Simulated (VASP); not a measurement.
# Al (Fm-3m) in VASP: a series of runs

The runs below take Al through relaxation of cell and atoms, with LDA, PBE.

All numbers are computed with VASP 6.6.1; they aren't measurements. Logs are shortened: lines on timing, memory, paths and dates and some standing lists are left out, and cuts for length are marked.

### Step 1. The cell of the first run

The structure is cubic, space group Fm-3m (No. 225). The conventional cell has a = 4.050 Å, b = 4.050 Å, c = 4.050 Å, α = 90.00°, β = 90.00°, γ = 90.00°. Within 3.8 Å of Al (site symmetry m-3m) lie 12 Al at 2.86 Å.

### Step 2. Relaxation of cell and atoms, LDA

INCAR

```
SYSTEM = Al
ALGO = Normal
EDIFF = 1E-6
EDIFFG = -0.005
ENCUT = 600
IBRION = 2
ISIF = 3
ISMEAR = 1
LASPH = .TRUE.
LCHARG = .FALSE.
LREAL = .FALSE.
LWAVE = .FALSE.
NELM = 60
NSW = 60
PREC = Accurate
SIGMA = 0.1
```

KPOINTS

```
k-points
0
G
  23 23 23
  0 0 0
```

POSCAR

```
Al
1.0
    0.0000000000      2.0250000000      2.0250000000
    2.0250000000      0.0000000000      2.0250000000
    2.0250000000      2.0250000000      0.0000000000
Al
1
Direct
    0.0000000000      0.0000000000      0.0000000000
```

Potentials or basis: VASP PAW LDA potentials, release 64 (Al).

Started as:

```console
$ cat potpaw_LDA.64/Al/POTCAR > POTCAR
$ mpirun -np 1 vasp_std > vasp.out
```

OUTCAR:

```text
SYSTEM = Al
   EDIFF = 1E-6
   EDIFFG = -0.005
   ENCUT = 600
   IBRION = 2
   ISIF = 3
   ISMEAR = 1
   LASPH = .TRUE.
   LREAL = .FALSE.
   NELM = 60
   NSW = 60
   PREC = Accurate

 ion  position               nearest neighbor table
   1  0.000  0.000  0.000-

  LATTYP: Found a face centered cubic cell.
 ALAT       =     4.0500000000

  Lattice vectors:

 A1 = (   0.0000000000,   2.0250000000,   2.0250000000)
 A2 = (   2.0250000000,   0.0000000000,   2.0250000000)
 A3 = (   2.0250000000,   2.0250000000,   0.0000000000)

Analysis of symmetry for initial positions (statically):
=====================================================================
 Subroutine PRICEL returns:
 Original cell was already a primitive cell.

 Routine SETGRP: Setting up the symmetry group for a
 face centered cubic supercell.

 Subroutine GETGRP returns: Found 48 space group operations
[... 9 lines left out ...]

 Routine SETGRP: Setting up the symmetry group for a
 face centered cubic supercell.

 Subroutine GETGRP returns: Found 48 space group operations
[... 11 lines left out ...]
                                     Primitive cell

  volume of cell :      16.6075

  direct lattice vectors                    reciprocal lattice vectors
     0.000000000  2.025000000  2.025000000    -0.246913580  0.246913580  0.246913580
     2.025000000  0.000000000  2.025000000     0.246913580 -0.246913580  0.246913580
     2.025000000  2.025000000  0.000000000     0.246913580  0.246913580 -0.246913580

  length of vectors
     2.863782464  2.863782464  2.863782464     0.427666866  0.427666866  0.427666866

  position of ions in fractional coordinates (direct lattice)
     0.000000000  0.000000000  0.000000000

  ion indices of the primitive-cell ions
   primitive index   ion index
                 1           1

----------------------------------------------------------------------------------------

 KPOINTS: k-points

Automatic generation of k-mesh.
 Grid dimensions read from file:
 generate k-points for:   23   23   23

 Generating k-lattice:

  Cartesian coordinates                     Fractional coordinates (reciprocal lattice)
    -0.010735373  0.010735373  0.010735373     0.043478261  0.000000000  0.000000000
     0.010735373 -0.010735373  0.010735373     0.000000000  0.043478261  0.000000000
     0.010735373  0.010735373 -0.010735373     0.000000000  0.000000000  0.043478261

  Length of vectors
     0.018594212  0.018594212  0.018594212

  Shift w.r.t. Gamma in fractional coordinates (k-lattice)
     0.000000000  0.000000000  0.000000000

 Subroutine IBZKPT returns following result:
 ===========================================

 Found    364 irreducible k-points:

 Following reciprocal coordinates:
            Coordinates               Weight
  0.000000  0.000000  0.000000      1.000000
  0.043478  0.000000  0.000000      8.000000
  0.086957  0.000000  0.000000      8.000000
  0.130435  0.000000  0.000000      8.000000
  0.173913  0.000000  0.000000      8.000000
  0.217391  0.000000  0.000000      8.000000
[... 16 lines left out ...]
  0.478261  0.043478  0.000000     24.000000
 -0.478261  0.043478  0.000000     24.000000
 [... further k-points ...]
   k-points           NKPTS =    364   k-points in BZ     NKDIM =    364   number of bands    NBANDS=      5
   number of dos      NEDOS =    301   number of ions     NIONS =      1
   total plane-waves  NPLWV =  13824
   dimension x,y,z NGX =    24 NGY =   24 NGZ =   24
   dimension x,y,z NGXF=    48 NGYF=   48 NGZF=   48
   ions per type =               1
   NGX,Y,Z   is equivalent  to a cutoff of  13.93, 13.93, 13.93 a.u.
   NGXF,Y,Z  is equivalent  to a cutoff of  27.86, 27.86, 27.86 a.u.
 SYSTEM =  Al
   PREC   = accura    normal or accurate (medium, high low for compatibility)
   ISTART =      0    job   : 0-new  1-cont  2-samecut
   ICHARG =      2    charge: 1-file 2-atom 10-const
   ISPIN  =      1    spin polarized calculation?
   LNONCOLLINEAR =      F non collinear calculations
   LSORBIT =      F    spin-orbit coupling
   LASPH  =      T    aspherical Exc in radial PAW
   ENCUT  =  600.0 eV  44.10 Ry    6.64 a.u.   5.72  5.72  5.72*2*pi/ulx,y,z
   NELM   =     60;   NELMIN=  2; NELMDL= -5     # of ELM steps
   EDIFF  = 0.1E-05   stopping-criterion for ELM
   LREAL  =      F    real-space projection
   EDIFFG = -.5E-02   stopping-criterion for IOM
   NSW    =     60    number of steps for IOM
   IBRION =      2    ionic relax: 0-MD 1-quasi-New 2-CG
   NFREE  =      1    steps in history (QN), initial steepest desc. (CG)
   ISIF   =      3    stress and relaxation
   ISYM   =      2    0-nonsym 1-usesym 2-fastsym
   POTIM  = 0.5000    time-step for ionic-motion
   TEBEG  =    0.0;   TEEND  =   0.0 temperature during run
   PSTRESS=    0.0 pullay stress
   NELECT =       3.0000    total number of electrons
   NUPDOWN=      -1.0000    fix difference up-down
   EMIN   =  10.00;   EMAX   =-10.00  energy-range for DOS
   EFERMI =   0.00;   METHOD = LEGACY
   ISMEAR =     1;   SIGMA  =   0.10  broadening in eV -4-tet -1-fermi 0-gaus
   EFERMI_NEDOS =   21; number of points for ismear=-14 and -15
   IALGO  =     38    algorithm
   IMIX   =      4    mixing-type and parameters
     AMIX     =   0.40;   BMIX     =  1.00
     AMIX_MAG =   1.60;   BMIX_MAG =  1.00
  volume/ion in A,a.u.               =      16.61       112.07
  Fermi-wavevector in a.u.,A,eV,Ry     =   0.925437  1.748822 11.652489  0.856434
  Thomas-Fermi vector in A             =   2.051291
   LORBIT       =      0    0 simple, 1 ext, 2 COOP (PROOUT), +10 PAW based schemes
   GGA     = CA    functional components
   LHFCALC =     F    Hartree Fock is set to
   AEXX    =    0.0000 exact exchange contribution
   IVDW    =     0    specifies the selected vdW correction
   LEPSILON=     F    determine dielectric tensor
   LRPA    =     F    only Hartree local field effects (RPA)
 conjugate gradient relaxation of ions
 non-spin polarized calculation
 Methfessel and Paxton  Order N= 1 SIGMA  =   0.10
  energy-cutoff  :      600.00
  volume of cell :       16.61
 maximum number of plane-waves:       568
   NGX = 11   NGY = 11   NGZ = 11

--------------------------------------- Ionic step        1  -------------------------------------------

 number of electron       3.0000000 magnetization

 Free energy of the ion-electron system (eV)
  ---------------------------------------------------
  ext. energy  EPLUGINS =         0.00000000
  ---------------------------------------------------
  free energy    TOTEN  =        -4.18136764 eV

  energy without entropy =       -4.18139311  energy(sigma->0) =       -4.18137613

------------------------ aborting loop because EDIFF is reached ----------------------------------------

  FORCE on cell =-STRESS in cart. coord.  units (eV):
  Direction    XX          YY          ZZ          XY          YZ          ZX
  --------------------------------------------------------------------------------------
  -------------------------------------------------------------------------------------
  Total       -0.3829359     -0.3829359     -0.3829359      0.0000000      0.0000000     -0.0000000
  in kB      -36.9429556    -36.9429556    -36.9429556      0.0000000      0.0000000     -0.0000000
  external PRESSURE =     -36.9429556 kB  Pullay stress =       0.0000000 kB

 VOLUME and BASIS-vectors are now :
 -----------------------------------------------------------------------------
  energy-cutoff  :      600.00
  volume of cell :       16.61
      direct lattice vectors                 reciprocal lattice vectors
     0.000000000  2.025000000  2.025000000    -0.246913580  0.246913580  0.246913580
     2.025000000  0.000000000  2.025000000     0.246913580 -0.246913580  0.246913580
     2.025000000  2.025000000  0.000000000     0.246913580  0.246913580 -0.246913580
[... 36 lines left out ...]
 POSITION                                       TOTAL-FORCE (eV/Angst)
 -----------------------------------------------------------------------------------
      0.00000      0.00000      0.00000         0.000000     -0.000000      0.000000
 -----------------------------------------------------------------------------------
    total drift:                                0.000000     -0.000000     -0.000000

  FREE ENERGIE OF THE ION-ELECTRON SYSTEM (eV)
  ---------------------------------------------------
  free  energy   TOTEN  =        -4.1908162974 eV

  energy  without entropy=       -4.1911664963  energy(sigma->0) =       -4.19093303

--------------------------------------- Ionic step        3  -------------------------------------------

 number of electron       3.0000000 magnetization

 Free energy of the ion-electron system (eV)
  ---------------------------------------------------
  ext. energy  EPLUGINS =         0.00000000
  ---------------------------------------------------
  free energy    TOTEN  =        -4.19101194 eV

  energy without entropy =       -4.19135452  energy(sigma->0) =       -4.19112613

 E-fermi :   8.2359     XC(G=0): -10.5027

 val. band max:        8.2337239399   @ k =  -0.3043   0.4783   0.1739
 cond. band min:       8.2539420005   @ k =   0.3478   0.0000   0.0000
 fundamental gap:      0.0202180606
 Fermi energy:         8.2359347358

 k-point     1 :       0.0000    0.0000    0.0000
  band No.  band energies     occupation
      1      -3.1560      2.00000
      2      21.0456      0.00000
      3      21.0456      0.00000
      4      21.0456      0.00000
      5      22.6976      0.00000

 k-point     2 :       0.0435    0.0000    0.0000
  band No.  band energies     occupation
      1      -3.1033      2.00000
      2      19.9978      0.00000
      3      20.8504      0.00000
      4      20.8504      0.00000
      5      22.9746      0.00000

 k-point     3 :       0.0870    0.0000    0.0000
  band No.  band energies     occupation
      1      -2.9452      2.00000
      2      18.2845      0.00000
      3      20.4681      0.00000
      4      20.4681      0.00000
      5      23.3725      0.00000
[... 153 lines left out ...]
 k-point    23 :       0.4783    0.0435    0.0000
  band No.  band energies     occupation
      1       2.7579      2.00000
      2       4.7043      2.00000
      3      18.7660      0.00000
      4      18.9555      0.00000
      5      20.0530      0.00000

 k-point    24 :      -0.4783    0.0435    0.0000
  band No.  band energies     occupation
      1       3.4651      2.00000
      2       3.9359      2.00000
      3      18.5783      0.00000
      4      19.0815      0.00000
      5      20.3749      0.00000

 [... further k-points ...]
[... 5 lines left out ...]
  --------------------------------------------------------------------------------------
  -------------------------------------------------------------------------------------
  Total        0.0006775      0.0006775      0.0006775      0.0000000      0.0000000      0.0000000
  in kB        0.0686516      0.0686516      0.0686516      0.0000000      0.0000000      0.0000000
  external PRESSURE =       0.0686516 kB  Pullay stress =       0.0000000 kB

 VOLUME and BASIS-vectors are now :
 -----------------------------------------------------------------------------
  energy-cutoff  :      600.00
  volume of cell :       15.81
      direct lattice vectors                 reciprocal lattice vectors
     0.000000000  1.992062392  1.992062392    -0.250996155  0.250996155  0.250996155
     1.992062392  0.000000000  1.992062392     0.250996155 -0.250996155  0.250996155
     1.992062392  1.992062392  0.000000000     0.250996155  0.250996155 -0.250996155

 POSITION                                       TOTAL-FORCE (eV/Angst)
 -----------------------------------------------------------------------------------
      0.00000      0.00000      0.00000         0.000000      0.000000      0.000000
 -----------------------------------------------------------------------------------
    total drift:                                0.000000     -0.000000     -0.000000

  FREE ENERGIE OF THE ION-ELECTRON SYSTEM (eV)
  ---------------------------------------------------
  free  energy   TOTEN  =        -4.1910119438 eV

  energy  without entropy=       -4.1913545171  energy(sigma->0) =       -4.19112613

 reached required accuracy - stopping structural energy minimisation
```

It took 19 s on 1 thread of Intel Xeon 6975P-C, shared host; peak memory 0.15 GiB.

Results:

```yaml
Free_energy: -4.1910 eV
Relaxed_volume: 15.81 Å³/atom
Relaxed_cell: a = 2.817 Å, b = 2.817 Å, c = 2.817 Å, α = 60.00°, β = 60.00°, γ = 60.00°
Space_group_after_relaxing_to_0.05_Å: Fm-3m (No. 225)
Energy_gained_by_relaxing: 9.6 meV/atom
Ionic_steps: 3
Pressure_after_relaxing: 0.0 GPa
```

The path:
| step | energy change (eV) | largest force (eV/Å) | pressure (GPa) | volume (Å³) |
| --- | --- | --- | --- | --- |
| 1 | 0.0000 | 0.0000 | -3.69 | 16.61 |
| 2 | -0.0094 | 0.0000 | 0.59 | 15.70 |
| 3 | -0.0096 | 0.0000 | 0.01 | 15.81 |

Final structure:
```
Al
1.0
     0.00000    1.99206    1.99206
     1.99206    0.00000    1.99206
     1.99206    1.99206    0.00000
Al
1
Direct
  0.00000 0.00000 0.00000
```

Levels at points of the mesh, in eV from the Fermi level:
| k point | band 1 | band 2 | band 3 | band 4 |
| --- | --- | --- | --- | --- |
| (0.00, 0.00, 0.00) | -11.39 | 12.81 | 12.81 | 12.81 |

### Step 3. Relaxation of cell and atoms, PBE

INCAR

```
ALGO = Normal
EDIFF = 1E-7
EDIFFG = -0.005
ENCUT = 600
GGA = PE
IBRION = 2
ISIF = 3
ISMEAR = 1
LASPH = T
LCHARG = F
LREAL = F
LWAVE = F
NELM = 60
NSW = 60
PREC = Accurate
SIGMA = 0.1
```

KPOINTS

```
k-points
0
Gamma
  23 23 23
```

POSCAR is that of step 2.

Potentials or basis: VASP PAW PBE potentials, release 64 (Al).

Started as:

```console
$ cat potpaw_PBE.64/Al/POTCAR > POTCAR
$ mpirun -np 1 vasp_std > vasp.out
```

OUTCAR:

```text
EDIFF = 1E-7
   EDIFFG = -0.005
   ENCUT = 600
   GGA = PE
   IBRION = 2
   ISIF = 3
   ISMEAR = 1
   LASPH = T
   LREAL = F
   NELM = 60
   NSW = 60
   PREC = Accurate

 ion  position               nearest neighbor table
   1  0.000  0.000  0.000-

  LATTYP: Found a face centered cubic cell.
 ALAT       =     4.0500000000

  Lattice vectors:

 A1 = (   0.0000000000,   2.0250000000,   2.0250000000)
 A2 = (   2.0250000000,   0.0000000000,   2.0250000000)
 A3 = (   2.0250000000,   2.0250000000,   0.0000000000)

Analysis of symmetry for initial positions (statically):
=====================================================================
 Subroutine PRICEL returns:
 Original cell was already a primitive cell.

 Routine SETGRP: Setting up the symmetry group for a
 face centered cubic supercell.

 Subroutine GETGRP returns: Found 48 space group operations
[... 9 lines left out ...]

[... 229 lines left out ...]
  ---------------------------------------------------
  free energy    TOTEN  =        -3.74525433 eV

  energy without entropy =       -3.74550649  energy(sigma->0) =       -3.74533838

 E-fermi :   8.0052     XC(G=0): -10.2016

 val. band max:        7.9954641829   @ k =  -0.3043   0.4783   0.1739
 cond. band min:       8.0126618386   @ k =  -0.3913   0.3478   0.0000
 fundamental gap:      0.0171976558
 Fermi energy:         8.0052191326

 k-point     1 :       0.0000    0.0000    0.0000
  band No.  band energies     occupation
      1      -3.1297      2.00000
      2      20.6406      0.00000
      3      20.6406      0.00000
      4      20.6406      0.00000
      5      22.1425      0.00000
[... 177 lines left out ...]
 k-point    24 :      -0.4783    0.0435    0.0000
  band No.  band energies     occupation
      1       3.3507      2.00000
      2       3.7869      2.00000
      3      18.1536      0.00000
      4      18.6496      0.00000
      5      19.9081      0.00000

 [... further k-points ...]
[... 5 lines left out ...]
  --------------------------------------------------------------------------------------
  -------------------------------------------------------------------------------------
  Total        0.0001938      0.0001938      0.0001938     -0.0000000      0.0000000     -0.0000000
  in kB        0.0188437      0.0188437      0.0188437     -0.0000000      0.0000000     -0.0000000
  external PRESSURE =       0.0188437 kB  Pullay stress =       0.0000000 kB
[... 16 lines left out ...]
  FREE ENERGIE OF THE ION-ELECTRON SYSTEM (eV)
  ---------------------------------------------------
  free  energy   TOTEN  =        -3.7452543277 eV

  energy  without entropy=       -3.7455064864  energy(sigma->0) =       -3.74533838

 reached required accuracy - stopping structural energy minimisation
```

CONTCAR:

```text
Al
   1.00000000000000
    -0.0000000000000000    2.0197150138556133    2.0197150138556133
     2.0197150138556133   -0.0000000000000000    2.0197150138556133
     2.0197150138556133    2.0197150138556133    0.0000000000000000
  Al
     1
Direct
     0.0000000000000000    0.0000000000000000    0.0000000000000000

  0.00000000E+00  0.00000000E+00  0.00000000E+00
```

Run time: 27 s. Hardware: 1 thread of Intel Xeon 6975P-C, shared host; peak memory 0.16 GiB.

Results:

```
Free energy                            : -3.7453 eV
Relaxed volume                         : 16.48 Å³/atom
Relaxed cell                           : a = 2.856 Å, b = 2.856 Å, c = 2.856 Å, α = 60.00°, β = 60.00°, γ = 60.00°
Space group after relaxing (to 0.05 Å) : Fm-3m (No. 225)
Energy gained by relaxing              : 0.2 meV/atom
Ionic steps                            : 3
Pressure after relaxing                : 0.0 GPa
```

The path:
| step | energy change (eV) | largest force (eV/Å) | pressure (GPa) | volume (Å³) |
| --- | --- | --- | --- | --- |
| 1 | 0.0000 | 0.0000 | -0.60 | 16.61 |
| 2 | -0.0002 | 0.0000 | 0.09 | 16.46 |
| 3 | -0.0002 | 0.0000 | 0.00 | 16.48 |

Final structure:
```cif
data_structure
_symmetry_space_group_name_H-M 'P 1'
_symmetry_Int_Tables_number 1
_cell_length_a 2.8563
_cell_length_b 2.8563
_cell_length_c 2.8563
_cell_angle_alpha 60.000
_cell_angle_beta 60.000
_cell_angle_gamma 60.000
_cell_volume 16.48
loop_
_atom_site_label
_atom_site_type_symbol
_atom_site_fract_x
_atom_site_fract_y
_atom_site_fract_z
_atom_site_occupancy
Al1 Al 0.00000 0.00000 0.00000 1
```
